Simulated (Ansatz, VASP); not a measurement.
# One calculation of GaN, two programs

```
CELL_PARAMETERS angstrom
3.18000 0.00000 0.00000
-1.59000 2.75396 0.00000
0.00000 0.00000 5.16600
ATOMIC_POSITIONS crystal
Ga 0.33333 0.66667 0.00000
Ga 0.66667 0.33333 0.50000
N 0.33333 0.66667 0.37500
N 0.66667 0.33333 0.87500
```

Alike in both runs: task single point; functional PBE; k mesh 6 × 6 × 4; occupations gaussian, width 0.1 eV; no spin polarisation.

```csv
,VASP,Ansatz
version,VASP 6.6.1,Ansatz 0.2.0
potentials or method,"VASP PAW PBE potentials, release 64 (Ga_d, N), cutoff 520 eV","scalar-relativistic, plane waves, PAW"
valence electrons in the cell,36,36
```

|  | VASP | Ansatz | Ansatz less VASP |
| --- | --- | --- | --- |
| gap on the k mesh at the Fermi level (eV) | 1.97 | 1.96 | -0.008 |
| least direct gap on the mesh (eV) | 1.97 | 1.96 | -0.008 |
| pressure (GPa) | 7.3 | 7.3 | -0.02 |
| traceless stress, the component that is largest in VASP (GPa) | 1.41 | 1.40 | -0.010 |
| rms of the force components (eV/Å) | 0.078 | 0.079 | +0.0014 |

Atom by atom the forces differ by 0.001 eV/Å (rms over components).
